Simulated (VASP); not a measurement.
Si4Se:

```xyz
5
Lattice="3.9669 0.0000 0.0000 -1.9835 3.4355 0.0000 0.0000 0.0000 6.8891" Properties=species:S:1:pos:R:3 pbc="T T T"
Si    3.0108    0.5520    0.0000
Si    1.9835    2.3315    0.0000
Si    0.9561    0.5520    0.0000
Si    0.0000    2.2903    0.0000
Se    0.0000    0.0000    3.4446
```

| Quantity | Value |
| --- | --- |
| Program | VASP 6.6.1 |
| Task | relaxation of cell and atoms |
| Functional | PBE |
| Potentials or basis | VASP PAW PBE potentials, release 64 (Si, Se) |
| Cutoff | 600 eV |
| k mesh | 6 × 6 × 4 |
| Occupations | gaussian, width 0.1 eV |
| Spin | no spin polarisation |

At the start: pressure 75.8 GPa; volume 18.78 Å³/atom.

Question: Where does the relaxation end?

Answer: Over 20 steps the energy falls by 2846.0 meV/atom and the volume is 21.06 Å³/atom (+12.2 %); space group P-6m2 (No. 187, to 0.05 Å).

The path:
```
step  energy change (eV)  largest force (eV/Å)  pressure (GPa)  volume (Å³)
   1              0.0000                6.3369           75.83        93.89
   2             -8.2519                0.5617           -5.46       249.96
   3             -9.0713                0.1190           -5.43       228.48
   4             -9.6796                0.3318           -5.26       212.10
   5            -11.0439                3.8860            0.77       147.48
   6            -11.0460                2.9292           -1.40       159.77
   7            -11.0649                3.1513           -0.79       156.47
   8            -12.0669                0.8133           -5.97       156.30
   9            -12.2657                0.5324           -6.64       155.98
  10            -12.5998                0.3829           -7.21       154.91
  11            -13.5720                1.4022           -1.73       126.47
  12            -13.5725                1.4291           -1.65       126.26
  13            -13.8628                0.8575           -1.58       118.55
  14            -14.1232                0.8319           -1.01       109.94
  15            -13.7975                0.3664            6.85        93.48
  16            -14.2019                0.4700            0.59       104.70
  17            -14.2021                0.4047            0.89       103.92
  18            -14.2284                0.0736           -0.33       106.03
  19            -14.2288                0.0204           -0.21       105.79
  20            -14.2298                0.0190            0.10       105.29
```

Final structure:
```cif
data_structure
_symmetry_space_group_name_H-M 'P 1'
_symmetry_Int_Tables_number 1
_cell_length_a 5.1333
_cell_length_b 5.1333
_cell_length_c 4.6141
_cell_angle_alpha 90.000
_cell_angle_beta 90.000
_cell_angle_gamma 120.000
_cell_volume 105.29
loop_
_atom_site_label
_atom_site_type_symbol
_atom_site_fract_x
_atom_site_fract_y
_atom_site_fract_z
_atom_site_occupancy
Si1 Si 0.83136 0.16864 0.00000 1
Si2 Si 0.83136 0.66271 0.00000 1
Si3 Si 0.33729 0.16864 0.00000 1
Si4 Si 0.33333 0.66667 0.00000 1
Se1 Se 0.00000 0.00000 0.50000 1
```
